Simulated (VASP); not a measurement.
# Cu16N in VASP: a series of runs

Runs on Cu16N. Level: PBE. Tasks: single point.

All numbers are computed with VASP 6.6.1; they aren't measurements. Logs are shortened: lines on timing, memory, paths and dates and some standing lists are left out, and cuts for length are marked.

## (1) The cell of the first run

The cell holds a slab with vacuum, 17 atoms: a = 7.220 Å, b = 5.105 Å, c = 16.829 Å, α = 90.00°, β = 90.00°, γ = 90.00°.

## (2) Single point, PBE

INCAR reads:

```
SYSTEM = Cu16N
PREC     = Accurate       ! precision mode
ENCUT    = 520            ! plane-wave cutoff, eV
EDIFF    = 1E-6           ! SCF threshold, eV
ISMEAR   = -1             ! smearing method
SIGMA    = 0.1            ! smearing width, eV
LREAL    = Auto         
LASPH    = .True.         ! aspherical terms in the spheres
NELM     = 80             ! most SCF steps
ALGO     = Normal         ! electronic algorithm
ISIF     = 2              ! what is computed and relaxed
LWAVE    = .False.        ! write WAVECAR
LCHARG   = .True.         ! write CHGCAR
GGA      = PE             ! functional
LELF     = .True.         ! ELF
LVHAR    = .True.       
NBANDS   = 104            ! bands
```

KPOINTS reads:

```
Automatic mesh
0
Gamma
  2 3 1
  0 0 0
```

POSCAR reads:

```
Cu16N
1.0
    7.2200000000      0.0000000000      0.0000000000
    0.0000000000      5.1053110000      0.0000000000
    0.0000000000      0.0000000000     16.8289830000
Cu N
16 1
Direct
    0.2500000000      0.2499945645      0.0594212972
    0.7500000000      0.2499945645      0.0594212972
    0.2500000000      0.7500032809      0.0594212972
    0.7500000000      0.7500032809      0.0594212972
    0.0075346260     -0.0496541739      0.1418624049
    0.4635872576     -0.0370202716      0.1544418935
   -0.0009556787      0.4940933079      0.1290689996
    0.5011634349      0.4777182037      0.1254799532
    0.2760803324      0.2724417768      0.2408820545
    0.7526592798      0.2657624580      0.1940640144
    0.2321468144      0.7634010935      0.2368651748
    0.7520221607      0.7235406423      0.1879020259
   -0.0458310249     -0.0268543875      0.2863215204
    0.5698891967      0.0136328619      0.2804447541
   -0.0328393352      0.4793047867      0.2964587937
    0.5365512465      0.5213590318      0.2954070368
    0.7617174515      0.7340003381      0.3074457916
```

Potentials or basis: VASP PAW PBE potentials, release 64 (Cu, N).

Command:

```bash
$ cat potpaw_PBE.64/Cu/POTCAR potpaw_PBE.64/N/POTCAR > POTCAR
$ mpirun -np 1 vasp_std > vasp.out
```

OUTCAR:

```text
SYSTEM = Cu16N
   PREC = Accurate
   ENCUT = 520
   EDIFF = 1E-6
   ISMEAR = -1
   LREAL = Auto
   LASPH = .True.
   NELM = 80
   ISIF = 2
   GGA = PE

 ion  position               nearest neighbor table
   1  0.250  0.250  0.059-   8 2.42   7 2.49   3 2.55   3 2.55   6 2.66   5 2.71
   2  0.750  0.250  0.059-  10 2.27   8 2.41   7 2.48   4 2.55   4 2.55   5 2.78
   3  0.250  0.750  0.059-   5 2.46   6 2.47   7 2.52   8 2.54   1 2.55   1 2.55
   4  0.750  0.750  0.059-  12 2.17   7 2.51   8 2.53   5 2.54   2 2.55   2 2.55
   5  0.008  0.950  0.142-  12 2.31   7 2.34   3 2.46  13 2.46  11 2.47   4 2.54  10 2.60   1 2.71
                             2 2.78   7 2.79
   6  0.464  0.963  0.154-  14 2.27  11 2.40   3 2.47  12 2.48   9 2.54   8 2.54   1 2.66  10 2.68
                             8 2.69
   7  0.999  0.494  0.129-   5 2.34  12 2.35  10 2.39   2 2.48   1 2.49   4 2.51   3 2.52   5 2.79

   8  0.501  0.478  0.125-  10 2.41   2 2.41   1 2.42  12 2.44   4 2.53   6 2.54   3 2.54   6 2.69
                             9 2.74
   9  0.276  0.272  0.241-  16 2.45  11 2.53   6 2.54  14 2.59  11 2.62  15 2.64   8 2.74
  10  0.753  0.266  0.194-   2 2.27  12 2.34  14 2.35   7 2.39   8 2.41  15 2.56   5 2.60  13 2.60
                            16 2.65   6 2.68  12 2.77
  11  0.232  0.763  0.237-   6 2.40  13 2.42   5 2.47   9 2.53  15 2.60   9 2.62  16 2.71
  12  0.752  0.724  0.188-  17 2.01   4 2.17   5 2.31  10 2.34   7 2.35   8 2.44   6 2.48  14 2.52
                            13 2.55  16 2.60  15 2.70  10 2.77
  13  0.954  0.973  0.286-  17 1.88  11 2.42   5 2.46  15 2.53  12 2.55  15 2.59  10 2.60  14 2.78

  14  0.570  0.014  0.280-  17 2.04   6 2.27  10 2.35  12 2.52  16 2.54   9 2.59  16 2.62  13 2.78

  15  0.967  0.479  0.296-  17 1.98  13 2.53  10 2.56  13 2.59  11 2.60   9 2.64  12 2.70
  16  0.537  0.521  0.295-  17 1.97   9 2.45  14 2.54  12 2.60  14 2.62  10 2.65  11 2.71
  17  0.762  0.734  0.307-  13 1.88  16 1.97  15 1.98  12 2.01  14 2.04

  LATTYP: Found a simple orthorhombic cell.
 ALAT       =     5.1053110000
 B/A-ratio  =     1.4142135513
 C/A-ratio  =     3.2963678413

  Lattice vectors:

 A1 = (   0.0000000000,  -5.1053110000,   0.0000000000)
 A2 = (   7.2200000000,   0.0000000000,   0.0000000000)
 A3 = (   0.0000000000,   0.0000000000,  16.8289830000)

Analysis of symmetry for initial positions (statically):
=====================================================================
 Subroutine PRICEL returns:
 Original cell was already a primitive cell.

 Routine SETGRP: Setting up the symmetry group for a
 simple orthorhombic supercell.

 Subroutine GETGRP returns: Found  1 space group operations
 (whereof  1 operations were pure point group operations)
 out of a pool of  8 trial point group operations.
[... 132 lines left out ...]
   POTIM  = 0.5000    time-step for ionic-motion
   TEBEG  =    0.0;   TEEND  =   0.0 temperature during run
   PSTRESS=    0.0 pullay stress
   NELECT =     181.0000    total number of electrons
   NUPDOWN=      -1.0000    fix difference up-down
   EMIN   =  10.00;   EMAX   =-10.00  energy-range for DOS
   EFERMI =   0.00;   METHOD = LEGACY
   ISMEAR =    -1;   SIGMA  =   0.10  broadening in eV -4-tet -1-fermi 0-gaus
   EFERMI_NEDOS =   21; number of points for ismear=-14 and -15
   IALGO  =     38    algorithm
   IMIX   =      4    mixing-type and parameters
     AMIX     =   0.40;   BMIX     =  1.00
     AMIX_MAG =   1.60;   BMIX_MAG =  1.00
  volume/ion in A,a.u.               =      36.49       246.24
  Fermi-wavevector in a.u.,A,eV,Ry     =   1.085830  2.051922 16.041640  1.179027
  Thomas-Fermi vector in A             =   2.221953
   LORBIT       =      0    0 simple, 1 ext, 2 COOP (PROOUT), +10 PAW based schemes
   GGA     = PE    functional components
   LHFCALC =     F    Hartree Fock is set to
   AEXX    =    0.0000 exact exchange contribution
   IVDW    =     0    specifies the selected vdW correction
   LEPSILON=     F    determine dielectric tensor
   LRPA    =     F    only Hartree local field effects (RPA)
 non-spin polarized calculation
  energy-cutoff  :      520.00
  volume of cell :      620.32
 maximum number of plane-waves:     16767
 NGX is ok and might be reduce to    54
   NGX = 27   NGY = 19   NGZ = 63

 number of electron     181.0000000 magnetization

 Free energy of the ion-electron system (eV)
  ---------------------------------------------------
  ext. energy  EPLUGINS =         0.00000000
  ---------------------------------------------------
  free energy    TOTEN  =       -58.37332769 eV

  energy without entropy =      -58.13655958  energy(sigma->0) =      -58.25494363

 E-fermi :  -0.5902     XC(G=0):  -5.1606

 val. band max:       -0.6040778149   @ k =   0.0000   0.3333   0.0000
 cond. band min:      -0.5480319132   @ k =   0.0000   0.0000   0.0000
 fundamental gap:      0.0560459018
 Fermi energy:        -0.5901942887

 k-point     1 :       0.0000    0.0000    0.0000
  band No.  band energies     occupation
      1     -15.4901      2.00000
      2      -8.6741      2.00000
      3      -7.0007      2.00000
      4      -6.4574      2.00000
      5      -6.2404      2.00000
      6      -6.0249      2.00000
[... 409 lines left out ...]
    101       2.8553      0.00000
    102       3.1173      0.00000
 [bands above 102 left out]

------------------------ aborting loop because EDIFF is reached ----------------------------------------

  FORCE on cell =-STRESS in cart. coord.  units (eV):
  Direction    XX          YY          ZZ          XY          YZ          ZX
  --------------------------------------------------------------------------------------
  -------------------------------------------------------------------------------------
  Total       -3.6382391     -2.2219772      7.1353043      1.7196078      0.2955835     -1.2216685
  in kB       -9.3968989     -5.7389560     18.4291714      4.4414291      0.7634375     -3.1553439
  external PRESSURE =       1.0977722 kB  Pullay stress =       0.0000000 kB

 VOLUME and BASIS-vectors are now :
 -----------------------------------------------------------------------------
  energy-cutoff  :      520.00
  volume of cell :      620.32
      direct lattice vectors                 reciprocal lattice vectors
     7.220000000  0.000000000  0.000000000     0.138504155  0.000000000  0.000000000
     0.000000000  5.105311000  0.000000000     0.000000000  0.195874453  0.000000000
     0.000000000  0.000000000 16.828983000     0.000000000  0.000000000  0.059421297

 POSITION                                       TOTAL-FORCE (eV/Angst)
 -----------------------------------------------------------------------------------
      1.80500      1.27630      1.00000        -0.156746     -0.294737      0.347512
      5.41500      1.27630      1.00000         0.143014     -0.477913     -0.770617
      1.80500      3.82900      1.00000         0.090181     -0.217682      0.282846
      5.41500      3.82900      1.00000        -0.236491      0.253664     -1.555009
      0.05440      4.85181      2.38740         0.872279      1.901564     -0.852801
      3.34710      4.91631      2.59910        -0.137986      0.599990     -1.744342
[... 9 lines left out ...]
      3.87390      2.66170      4.97140         0.294113     -0.175228     -0.475395
      5.49960      3.74730      5.17400        -0.504505     -0.177740      0.110034
 -----------------------------------------------------------------------------------
    total drift:                               -0.001591      0.000426      0.003676

  FREE ENERGIE OF THE ION-ELECTRON SYSTEM (eV)
  ---------------------------------------------------
  free  energy   TOTEN  =       -58.3733276890 eV

  energy  without entropy=      -58.1365595765  energy(sigma->0) =      -58.25494363
```

stdout:

```text
POSCAR found type information on POSCAR CuN
 POSCAR found :  2 types and      17 ions
 scaLAPACK will be used
 LDA part: xc-table for (Slater+PW92), standard interpolation
 POSCAR, INCAR and KPOINTS ok, starting setup
 FFT: planning ... GRIDC
 FFT: planning ... GRID_SOFT
 FFT: planning ... GRID
 WAVECAR not read
 entering main loop
```

Run time: 11 min. Hardware: 1 thread of Intel Xeon Platinum 8559C (Emerald Rapids), shared host; peak memory 0.65 GiB.

Results:

| Quantity | Value |
| --- | --- |
| Free energy | -58.3733 eV |
| Largest force | 2.265 eV/Å |
| Band gap on the k mesh | zero (an odd number of electrons rules out a gap without spin polarisation) |

Forces in eV/Å, atoms in the order of the input:
```
Cu  -0.157 -0.295  0.348
Cu   0.143 -0.478 -0.771
Cu   0.090 -0.218  0.283
Cu  -0.236  0.254 -1.555
Cu   0.872  1.902 -0.853
Cu  -0.138  0.600 -1.744
Cu   1.327 -0.962 -0.315
Cu  -0.978  0.121  0.058
Cu  -0.629 -0.282  0.065
Cu   0.217 -1.026  1.165
Cu   0.409 -0.510  0.280
Cu  -0.712  0.548  2.079
Cu   0.132  0.982  0.232
Cu  -0.062 -0.102  1.558
Cu  -0.067 -0.181 -0.464
Cu   0.294 -0.175 -0.475
N   -0.505 -0.178  0.110
```

Caveat: the k points lie up to 0.44 Å⁻¹ apart, too coarse for converged energies and pressures of a metal; there is no dipole correction, which matters where the two faces differ.

## (3) Single point, PBE

INCAR reads:

```
PREC = Accurate ; ENCUT = 520
EDIFF = 1E-6 ; ISMEAR = -1
SIGMA = 0.1 ; LREAL = Auto
LASPH = T ; NELM = 60
ALGO = Normal ; ISIF = 2
LWAVE = F ; LCHARG = F
GGA = PE ; NBANDS = 104
```

KPOINTS reads:

```
Automatic mesh
0
Gamma
  2 3 1
```

POSCAR reads:

```
Cu16N
1.0
    7.2200000000      0.0000000000      0.0000000000
    0.0000000000      5.1053110000      0.0000000000
    0.0000000000      0.0000000000     16.8289830000
Cu N
16 1
Direct
    0.2500000000      0.2499945645      0.0594212972
    0.7500000000      0.2499945645      0.0594212972
    0.2500000000      0.7500032809      0.0594212972
    0.7500000000      0.7500032809      0.0594212972
    0.0093490305     -0.0347481280      0.1387190183
    0.4444044321     -0.0533562010      0.1599027107
   -0.0086288089      0.4660440862      0.1236260088
    0.4807894737      0.4904696305      0.1168816915
    0.2781578947      0.2738520729      0.2396520336
    0.7519390582      0.2431193712      0.1942601047
    0.2223822715      0.7601495776      0.2447979180
    0.7512742382      0.7053439056      0.2010876118
   -0.0538642659     -0.0082071396      0.2872841455
    0.5929362881      0.0234461720      0.2882883654
   -0.0280609418      0.4706275484      0.2981107058
    0.5363157895      0.5228868525      0.3009153910
    0.7643628809      0.7188396554      0.3148793959
```

Potentials or basis: VASP PAW PBE potentials, release 64 (Cu, N).

Command:

```bash
$ cat potpaw_PBE.64/Cu/POTCAR potpaw_PBE.64/N/POTCAR > POTCAR
$ mpirun -np 1 vasp_std > vasp.out
```

It took 12 min on 1 thread of Intel Xeon Platinum 8559C (Emerald Rapids), shared host; peak memory 0.65 GiB.

Results (log left out):

- Free energy: -58.3599 eV
- Largest force: 1.629 eV/Å
- Band gap on the k mesh: zero (an odd number of electrons rules out a gap without spin polarisation)

Forces on the atoms (eV/Å):
```
Cu  -0.427 -0.678 -0.014
Cu  -0.431 -0.490 -0.942
Cu  -0.521 -0.046 -0.113
Cu  -0.206  0.135  0.120
Cu   0.352  0.415 -0.321
Cu   0.675  0.828 -0.882
Cu   1.226  0.591  0.175
Cu   0.939 -0.243  0.821
Cu  -0.511 -0.231  0.254
Cu  -0.241 -0.148  0.355
Cu   0.313 -0.399  0.173
Cu  -0.219  0.476 -0.956
Cu   0.333  0.053  0.433
Cu  -1.022 -0.367  1.214
Cu  -0.200  0.110 -0.297
Cu  -0.060 -0.372 -0.392
N    0.002  0.365  0.372
```

Levels at points of the mesh, in eV from the Fermi level:
| k point | band 87 | band 88 | band 89 | band 90 | band 91 | band 92 | band 93 | band 94 |
| --- | --- | --- | --- | --- | --- | --- | --- | --- |
| (0.00, 0.00, 0.00) | -1.15 | -0.83 | -0.43 | -0.26 | -0.08 | 0.23 | 0.58 | 1.17 |
| (0.50, 0.00, 0.00) | -0.87 | -0.51 | -0.16 | 0.18 | 0.26 | 0.44 | 0.49 | 0.76 |

Caveat: the k points lie up to 0.44 Å⁻¹ apart, too coarse for converged energies and pressures of a metal; there is no dipole correction, which matters where the two faces differ. With open d or f shells a metallic result of PBE can be an artefact of self-interaction; +U or a hybrid may open a gap.

The gap in the log of VASP goes by the Fermi energy; the results here count the filled bands.